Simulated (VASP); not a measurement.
## SnSe: single point with LDA

System: SnSe, a slab with vacuum.

```
Sn Se
1.0
     4.18990    0.00000    0.00000
     0.00000    4.18990    0.00000
     0.00000    0.00000   10.97962
Sn Se
2 2
Cartesian
  1.9889 -0.1061 4.1521
  -0.1061 1.9889 6.8275
  2.0949 0.0000 6.8269
  0.0000 2.0949 4.1527
```

This cell differs from its parent crystal: all Sn atoms moved -0.150 Å, as atom 1 along Cartesian [1 1 0].

```
Program             : VASP 6.6.1
Task                : single point
Functional          : LDA
Potentials or basis : VASP PAW LDA potentials, release 64 (Sn_d, Se)
Cutoff              : 500 eV
k mesh              : 6 × 6 × 4
Occupations         : gaussian, width 0.05 eV
Spin                : no spin polarisation
```

* Largest force: 0.093 eV/Å
* Band gap on the k mesh: 1.48 eV (least direct gap 1.55 eV)

Forces on the atoms (eV/Å):
```
Sn   0.057  0.057 -0.044
Sn   0.057  0.057  0.044
Se  -0.057 -0.057  0.020
Se  -0.057 -0.057 -0.020
```

Levels at points of the mesh, in eV from the valence-band top:
```csv
k point,band 16,band 17,band 18,band 19,band 20,band 21,band 22,band 23,band 24,band 25
"(0.00, 0.00, 0.00)",-3.27,-3.22,-1.99,-1.95,-0.54,1.63,3.40,3.77,4.46,4.80
"(0.50, 0.00, 0.00)",-2.52,-1.70,-1.70,-0.09,-0.09,1.52,1.52,2.09,2.09,2.88
"(0.50, 0.50, 0.00)",-4.95,-3.66,-3.63,-1.79,-1.77,3.39,3.60,4.48,4.66,5.46
"(0.00, 0.00, 0.50)",-3.27,-3.22,-1.99,-1.95,-0.54,1.50,3.40,4.46,4.73,4.90
"(0.50, 0.00, 0.50)",-2.52,-1.70,-1.70,-0.09,-0.09,1.52,1.52,2.09,2.09,2.82
"(0.50, 0.50, 0.50)",-4.95,-3.66,-3.63,-1.78,-1.77,3.37,3.57,4.52,4.68,5.41
```

Wall time 4.2 min on 1 thread of Intel Xeon 8259CL (shared host), peak memory 0.34 GiB.

Caveat: the cell differs from its parent crystal (all Sn atoms moved -0.150 Å, as atom 1 along Cartesian [1 1 0]); spin-orbit coupling is left out, which moves the levels of the heavy elements.
